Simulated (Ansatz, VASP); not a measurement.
**TiPt3: VASP beside Ansatz**

```
Ti Pt
1.0
     3.89700    0.00000    0.00000
     0.00000    3.89700    0.00000
     0.00000    0.00000    3.85803
Ti Pt
1 3
Direct
  0.00000 0.00000 0.00000
  0.00000 0.50000 0.50000
  0.50000 0.00000 0.50000
  0.50000 0.50000 0.00000
```

Change from the starting cell: zz strain of -1 %, crystal datasets.

Alike in both runs: task electric field gradients; functional PBEsol; k mesh 9 × 9 × 9; occupations fermi-dirac, width 0.05 eV; no spin polarisation.

```csv
,VASP,Ansatz
version,VASP 6.6.1,Ansatz 0.2.0
potentials or method,"VASP PAW PBE potentials, release 64 (Ti_sv, Pt), cutoff 520 eV","all-electron PAW with datasets made for the crystal, scalar-relativistic"
```

|  | VASP | Ansatz | Ansatz less VASP |
| --- | --- | --- | --- |
| pressure (GPa) | 3.0 | 3.3 | +0.26 |
| traceless stress, the component that is largest in VASP (GPa) | 1.20 | 1.20 | +0.004 |
| size of Vzz on the site where it differs most (V/Å²) | 68.0 | 76.9 | +8.88 |

VASP's potentials were made for PBE, not for PBEsol. Ansatz ran all-electron here, and VASP with PAW potentials.

Neither program's run includes spin-orbit coupling.
